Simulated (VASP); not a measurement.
Wanted: the native input for a VASP 6.6.1 run.

| Quantity | Value |
| --- | --- |
| Task | single point |
| Functional | r2SCAN |
| Potentials or basis | VASP PAW PBE potentials, release 64 (Si, Ni) |
| Cutoff | 520 eV |
| k mesh | 12 × 12 × 10 |
| Occupations | gaussian, width 0.15 eV |
| Spin | no spin polarisation |
| Dipole correction | no |
| Further INCAR settings | ALGO = Normal; EDIFF = 1e-06; NBANDS = 33 |

SiNi2:

```
Si Ni
1.0
     3.86955    0.00000    0.00000
    -1.93477    3.35112    0.00000
     0.00000    0.00000    4.92681
Si Ni
2 4
Direct
  0.33333 0.66667 0.77038
  0.66667 0.33333 0.22962
  0.00000 0.00000 0.00000
  0.00000 0.00000 0.50000
  0.33333 0.66667 0.27283
  0.66667 0.33333 0.72717
```

This cell differs from its parent crystal: atoms displaced along a vibrational mode.

One way to write it, as run:

POSCAR

```
SiNi2
1.0
    3.8695455034      0.0000000000      0.0000000000
   -1.9347727517      3.3511247070      0.0000000000
    0.0000000000      0.0000000000      4.9268111706
Si Ni
2 4
Direct
    0.3333333333      0.6666666667      0.7703791442
    0.6666666667      0.3333333333      0.2296208558
    0.0000000000      0.0000000000      0.0000000000
    0.0000000000      0.0000000000      0.5000000000
    0.3333333333      0.6666666667      0.2728342423
    0.6666666667      0.3333333333      0.7271657577
```

INCAR.step1

```
SYSTEM = SiNi2
  PREC = Accurate
  ENCUT = 520
  ISMEAR = 0
  SIGMA = 0.15
  LREAL = .FALSE.
  LASPH = .TRUE.
  NELM = 100
  NBANDS = 33
  GGA = PE
  ALGO = Normal
  EDIFF = 1E-4
  LWAVE = .TRUE.
  LCHARG = .FALSE.
```

INCAR.step2

```
SYSTEM = SiNi2
  PREC = Accurate
  ENCUT = 520
  EDIFF = 1E-6
  ISMEAR = 0
  SIGMA = 0.15
  LREAL = .FALSE.
  LASPH = .TRUE.
  NELM = 100
  ALGO = Normal
  ISIF = 2
  LWAVE = .FALSE.
  LCHARG = .FALSE.
  METAGGA = R2SCAN
  LMIXTAU = .TRUE.
  NBANDS = 33
  ISTART = 1
```

KPOINTS

```
regular mesh
0
G
  12 12 10
  0 0 0
```

Potentials or basis: VASP PAW PBE potentials, release 64 (Si, Ni).

Command:

```bash
$ cat potpaw_PBE.64/Si/POTCAR potpaw_PBE.64/Ni/POTCAR > POTCAR
$ cp INCAR.step1 INCAR
$ mpirun -np 1 vasp_std > vasp.out
$ cp INCAR.step2 INCAR
$ mpirun -np 1 vasp_std > vasp.out
```

It gave:

```json
{
  "Pressure": "0.1 GPa",
  "Largest force": "0.334 eV/Å",
  "Band gap on the k mesh": "zero (bands 24 and 25 overlap by 3.50 eV)"
}
```

Caveat: the cell differs from its parent crystal (atoms displaced along a vibrational mode); the PAW data sets were made with another functional, which shifts forces and pressure a little.

Wall time 39 min on 1 thread of Intel Xeon 8259CL (shared host), peak memory 0.38 GiB.
